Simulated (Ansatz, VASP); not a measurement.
**SrCl2 in VASP and in Ansatz**

```
Sr Cl
1.0
     0.00000    3.49765    3.49765
     3.49765    0.00000    3.49765
     3.49765    3.49765    0.00000
Sr Cl
1 2
Direct
  0.00000 0.00000 0.00000
  0.25000 0.25000 0.25000
  0.75000 0.75000 0.75000
```

Alike in both runs: task single point; functional HF; k mesh 4 × 4 × 4; no spin polarisation.

|  | VASP | Ansatz |
| --- | --- | --- |
| version | VASP 6.6.1 | Ansatz 0.2.0 |
| potentials or method | VASP PAW PBE potentials, release 64 (Sr_sv, Cl) | plane waves, PAW |
| plane-wave cutoff (eV) | 520 | 420 |
| occupations | gaussian, width 0.01 eV | fixed |
| valence electrons in the cell | 24 | 24 |

```tsv
	VASP	Ansatz	Ansatz less VASP
gap on the k mesh at the Fermi level (eV)	13.47	13.46	-0.015
pressure (GPa)	3.5	3.7	+0.20
```

VASP's potentials were made for PBE, not for HF. Ansatz's warnings: stress exchange threshold loose, stress scf threshold loose.
